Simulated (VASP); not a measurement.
# Sb (R-3m) in VASP: single point with PBE+D3(BJ)

Aim: the single point of Sb with PBE+D3(BJ).

All numbers are computed with VASP 6.6.1; they aren't measurements. Logs are shortened: lines on timing, memory, paths and dates and some standing lists are left out, and cuts for length are marked.

### 1 The cell of the first run

It takes space group R-3m (No. 166, trigonal). The conventional cell has a = 4.322 Å, b = 4.322 Å, c = 11.035 Å, α = 90.00°, β = 90.00°, γ = 120.00°. Sb (site symmetry 3m) has 6 Sb at 2.93 to 3.29 Å within 3.9 Å.

### 2 Single point, PBE+D3(BJ)

The input, INCAR:

```
SYSTEM = Sb
PREC = Accurate
ENCUT = 500
EDIFF = 1E-6
ISMEAR = 0
SIGMA = 0.03
LREAL = .FALSE.
LASPH = .TRUE.
NELM = 120
ALGO = Normal
ISIF = 2
LWAVE = .FALSE.
LCHARG = .FALSE.
GGA = PE
IVDW = 12
NBANDS = 12
GGA_COMPAT = .FALSE.
```

The input, KPOINTS:

```
Automatic mesh
0
G
  18 18 18
  0 0 0
```

The input, POSCAR:

```
Sb
1.0
    2.1608161195      1.2475477683      3.6783748459
   -2.1608161195      1.2475477683      3.6783748459
    0.0000000000     -2.4950955365      3.6783748459
Sb
2
Direct
    0.2364394594      0.2364394594      0.2364394594
    0.7635605406      0.7635605406      0.7635605406
```

Potentials or basis: VASP PAW PBE potentials, release 64 (Sb).

Started as:

```console
cat potpaw_PBE.64/Sb/POTCAR > POTCAR
mpirun -np 1 vasp_std > vasp.out
```

OUTCAR:

```text
SYSTEM = Sb
   PREC = Accurate
   ENCUT = 500
   EDIFF = 1E-6
   ISMEAR = 0
   LREAL = .FALSE.
   LASPH = .TRUE.
   NELM = 120
   ISIF = 2
   GGA = PE
   IVDW = 12
 IVDW          = 12

 ion  position               nearest neighbor table
   1  0.236  0.236  0.236-   2 2.93   2 2.93   2 2.93   2 3.29   2 3.29   2 3.29
   2  0.764  0.764  0.764-   1 2.93   1 2.93   1 2.93   1 3.29   1 3.29   1 3.29

  LATTYP: Found a trigonal (rhomboedric) cell.
 ALAT       =     4.4447658255
 COS(alpha) =     0.5273193241

  Lattice vectors:

 A1 = (   2.1608161195,   1.2475477683,   3.6783748459)
 A2 = (  -2.1608161195,   1.2475477683,   3.6783748459)
 A3 = (   0.0000000000,  -2.4950955365,   3.6783748459)

Analysis of symmetry for initial positions (statically):
=====================================================================
 Subroutine PRICEL returns:
 Original cell was already a primitive cell.

 Routine SETGRP: Setting up the symmetry group for a
 trigonal (rhombohedral) supercell.

 Subroutine GETGRP returns: Found 12 space group operations
 (whereof 12 operations were pure point group operations)
 out of a pool of 12 trial point group operations.

The static configuration has the point symmetry D_3d.

Analysis of symmetry for dynamics (positions and initial velocities):
=====================================================================
 Subroutine PRICEL returns:
 Original cell was already a primitive cell.

 Routine SETGRP: Setting up the symmetry group for a
 trigonal (rhombohedral) supercell.

 Subroutine GETGRP returns: Found 12 space group operations
 (whereof 12 operations were pure point group operations)
 out of a pool of 12 trial point group operations.

The dynamic configuration has the point symmetry D_3d.

 Subroutine INISYM returns: Found 12 space group operations
 (whereof 12 operations are pure point group operations),
 and found     1 'primitive' translations

----------------------------------------------------------------------------------------

                                     Primitive cell

  volume of cell :      59.4952

  direct lattice vectors                    reciprocal lattice vectors
     2.160816120  1.247547768  3.678374846     0.231394053  0.133595419  0.090619729
    -2.160816120  1.247547768  3.678374846    -0.231394053  0.133595419  0.090619729
     0.000000000 -2.495095537  3.678374846     0.000000000 -0.267190838  0.090619729

  length of vectors
     4.444765825  4.444765825  4.444765825     0.282139822  0.282139822  0.282139822

  position of ions in fractional coordinates (direct lattice)
     0.236439459  0.236439459  0.236439459
     0.763560541  0.763560541  0.763560541

  ion indices of the primitive-cell ions
   primitive index   ion index
                 1           1
                 2           2

----------------------------------------------------------------------------------------

 KPOINTS: Automatic mesh

Automatic generation of k-mesh.
 Grid dimensions read from file:
 generate k-points for:   18   18   18

 Generating k-lattice:

  Cartesian coordinates                     Fractional coordinates (reciprocal lattice)
     0.012855225  0.007421968  0.005034429     0.055555556  0.000000000  0.000000000
    -0.012855225  0.007421968  0.005034429     0.000000000  0.055555556  0.000000000
     0.000000000 -0.014843935  0.005034429     0.000000000  0.000000000  0.055555556

  Length of vectors
     0.015674435  0.015674435  0.015674435

  Shift w.r.t. Gamma in fractional coordinates (k-lattice)
     0.000000000  0.000000000  0.000000000

 Subroutine IBZKPT returns following result:
 ===========================================

 Found    580 irreducible k-points:

 Following reciprocal coordinates:
            Coordinates               Weight
  0.000000  0.000000  0.000000      1.000000
  0.055556  0.000000  0.000000      6.000000
  0.111111  0.000000  0.000000      6.000000
  0.166667 -0.000000  0.000000      6.000000
  0.222222 -0.000000  0.000000      6.000000
  0.277778 -0.000000  0.000000      6.000000
[... 16 lines left out ...]
 -0.277778  0.055556 -0.000000     12.000000
 -0.222222  0.055556  0.000000     12.000000
 [... further k-points ...]
   k-points           NKPTS =    580   k-points in BZ     NKDIM =    580   number of bands    NBANDS=     12
   number of dos      NEDOS =    301   number of ions     NIONS =      2
   total plane-waves  NPLWV =  32768
   dimension x,y,z NGX =    32 NGY =   32 NGZ =   32
   dimension x,y,z NGXF=    64 NGYF=   64 NGZF=   64
   ions per type =               2
   NGX,Y,Z   is equivalent  to a cutoff of  11.97, 11.97, 11.97 a.u.
   NGXF,Y,Z  is equivalent  to a cutoff of  23.94, 23.94, 23.94 a.u.
 SYSTEM =  Sb
   PREC   = accura    normal or accurate (medium, high low for compatibility)
   ISTART =      0    job   : 0-new  1-cont  2-samecut
   ICHARG =      2    charge: 1-file 2-atom 10-const
   ISPIN  =      1    spin polarized calculation?
   LNONCOLLINEAR =      F non collinear calculations
   LSORBIT =      F    spin-orbit coupling
   LASPH  =      T    aspherical Exc in radial PAW
   ENCUT  =  500.0 eV  36.75 Ry    6.06 a.u.   8.10  8.10  8.10*2*pi/ulx,y,z
   NELM   =    120;   NELMIN=  2; NELMDL= -5     # of ELM steps
   EDIFF  = 0.1E-05   stopping-criterion for ELM
   LREAL  =      F    real-space projection
   EDIFFG = 0.1E-04   stopping-criterion for IOM
   NSW    =      0    number of steps for IOM
   IBRION =     -1    ionic relax: 0-MD 1-quasi-New 2-CG
   NFREE  =      0    steps in history (QN), initial steepest desc. (CG)
   ISIF   =      2    stress and relaxation
   ISYM   =      2    0-nonsym 1-usesym 2-fastsym
   POTIM  = 0.5000    time-step for ionic-motion
   TEBEG  =    0.0;   TEEND  =   0.0 temperature during run
   PSTRESS=    0.0 pullay stress
   NELECT =      10.0000    total number of electrons
   NUPDOWN=      -1.0000    fix difference up-down
   EMIN   =  10.00;   EMAX   =-10.00  energy-range for DOS
   EFERMI =   0.00;   METHOD = LEGACY
   ISMEAR =     0;   SIGMA  =   0.03  broadening in eV -4-tet -1-fermi 0-gaus
   EFERMI_NEDOS =   21; number of points for ismear=-14 and -15
   IALGO  =     38    algorithm
   IMIX   =      4    mixing-type and parameters
     AMIX     =   0.40;   BMIX     =  1.00
     AMIX_MAG =   1.60;   BMIX_MAG =  1.00
  volume/ion in A,a.u.               =      29.75       200.75
  Fermi-wavevector in a.u.,A,eV,Ry     =   0.903471  1.707312 11.105883  0.816259
  Thomas-Fermi vector in A             =   2.026800
   LORBIT       =      0    0 simple, 1 ext, 2 COOP (PROOUT), +10 PAW based schemes
   GGA     = PE    functional components
   LHFCALC =     F    Hartree Fock is set to
   AEXX    =    0.0000 exact exchange contribution
   IVDW    =    12    specifies the selected vdW correction
   LEPSILON=     F    determine dielectric tensor
   LRPA    =     F    only Hartree local field effects (RPA)
 non-spin polarized calculation
 Gauss-broadening in eV      SIGMA  =   0.03
  energy-cutoff  :      500.00
  volume of cell :       59.50
 maximum number of plane-waves:      1528
   NGX = 17   NGY = 17   NGZ = 17

 number of electron      10.0000000 magnetization

 Free energy of the ion-electron system (eV)
  ---------------------------------------------------
  ext. energy  EPLUGINS =         0.00000000
  ---------------------------------------------------
  free energy    TOTEN  =        -8.24172435 eV

  energy without entropy =       -8.24163360  energy(sigma->0) =       -8.24167898

 E-fermi :   7.4139     XC(G=0):  -9.6076

 val. band max:        7.3998190808   @ k =   0.3889   0.2778   0.2778
 cond. band min:       7.4301847968   @ k =   0.3889   0.1111   0.1111
 fundamental gap:      0.0303657159
 Fermi energy:         7.4139387986

 k-point     1 :       0.0000    0.0000    0.0000
  band No.  band energies     occupation
      1      -5.3149      2.00000
      2       2.7493      2.00000
      3       5.4535      2.00000
      4       5.6087      2.00000
      5       5.6087      2.00000
      6       9.7991      0.00000
      7      10.2686      0.00000
      8      10.2686      0.00000
      9      12.3695      0.00000
     10      12.3695      0.00000
     11      12.5151      0.00000
     12      14.0459      0.00000

 k-point     2 :       0.0556    0.0000    0.0000
  band No.  band energies     occupation
      1      -5.2806      2.00000
      2       2.5692      2.00000
      3       5.4698      2.00000
      4       5.6050      2.00000
      5       5.6962      2.00000
      6       9.7584      0.00000
      7      10.1625      0.00000
      8      10.1652      0.00000
      9      12.2231      0.00000
     10      12.3758      0.00000
     11      12.4379      0.00000
     12      14.3145      0.00000

 k-point     3 :       0.1111    0.0000    0.0000
  band No.  band energies     occupation
      1      -5.1779      2.00000
      2       2.1072      2.00000
      3       5.4854      2.00000
      4       5.5962      2.00000
      5       5.9198      2.00000
      6       9.6073      0.00000
      7       9.8706      0.00000
      8       9.8897      0.00000
      9      11.9980      0.00000
     10      12.3963      0.00000
     11      12.4721      0.00000
     12      14.9212      0.00000
[... 286 lines left out ...]
 k-point    23 :      -0.2778    0.0556   -0.0000
  band No.  band energies     occupation
      1      -4.3155      2.00000
      2      -0.1649      2.00000
      3       5.0732      2.00000
      4       5.9766      2.00000
      5       6.6476      2.00000
      6       8.0219      0.00000
      7       8.0954      0.00000
      8       9.4177      0.00000
      9      12.5575      0.00000
     10      13.3232      0.00000
     11      14.4776      0.00000
     12      17.2581      0.00000

 k-point    24 :      -0.2222    0.0556    0.0000
  band No.  band energies     occupation
      1      -4.6408      2.00000
      2       0.5329      2.00000
      3       5.0882      2.00000
      4       5.9007      2.00000
      5       6.5373      2.00000
      6       8.4151      0.00000
      7       8.4885      0.00000
      8       9.7532      0.00000
      9      12.1156      0.00000
     10      12.8586      0.00000
     11      13.8081      0.00000
     12      16.3410      0.00000

 [... further k-points ...]

------------------------ aborting loop because EDIFF is reached ----------------------------------------

 Edisp (eV)   -0.96023

 E8    (eV) :    -0.4480

  FORCE on cell =-STRESS in cart. coord.  units (eV):
  Direction    XX          YY          ZZ          XY          YZ          ZX
  --------------------------------------------------------------------------------------
  -------------------------------------------------------------------------------------
  Total       0.02601     0.02601     0.01100     0.00000     0.00000     0.00000
  in kB       0.70052     0.70052     0.29622     0.00000     0.00000     0.00000
  external pressure =        0.57 kB  Pullay stress =        0.00 kB

 VOLUME and BASIS-vectors are now :
 -----------------------------------------------------------------------------
  energy-cutoff  :      500.00
  volume of cell :       59.50
      direct lattice vectors                 reciprocal lattice vectors
     2.160816120  1.247547768  3.678374846     0.231394053  0.133595419  0.090619729
    -2.160816120  1.247547768  3.678374846    -0.231394053  0.133595419  0.090619729
     0.000000000 -2.495095537  3.678374846     0.000000000 -0.267190838  0.090619729

 POSITION                                       TOTAL-FORCE (eV/Angst)
 -----------------------------------------------------------------------------------
      0.00000      0.00000      2.60914         0.000000      0.000000      0.036308
      0.00000      0.00000      8.42599         0.000000     -0.000000     -0.036308
 -----------------------------------------------------------------------------------
    total drift:                               -0.000000     -0.000000      0.000000

  FREE ENERGIE OF THE ION-ELECTRON SYSTEM (eV)
  ---------------------------------------------------
  free  energy   TOTEN  =        -9.2019542878 eV

  energy  without entropy=       -9.2018635364  energy(sigma->0) =       -9.20190891
```

It took 4.9 min on 1 thread of AMD EPYC 7R13, shared host; peak memory 0.45 GiB.

Results:

- Free energy: -9.2020 eV
- Pressure: 0.1 GPa
- Largest force: 0.036 eV/Å
- Band gap on the k mesh: zero (bands 5 and 6 overlap by 0.24 eV)
- Dispersion energy per atom: -0.480 eV

Forces on the atoms (eV/Å):
```
Sb   0.000  0.000  0.036
Sb   0.000  0.000 -0.036
```

Caveat: spin-orbit coupling is left out, which moves the levels of the heavy elements.

The gap in the log of VASP goes by the Fermi energy; the results here count the filled bands.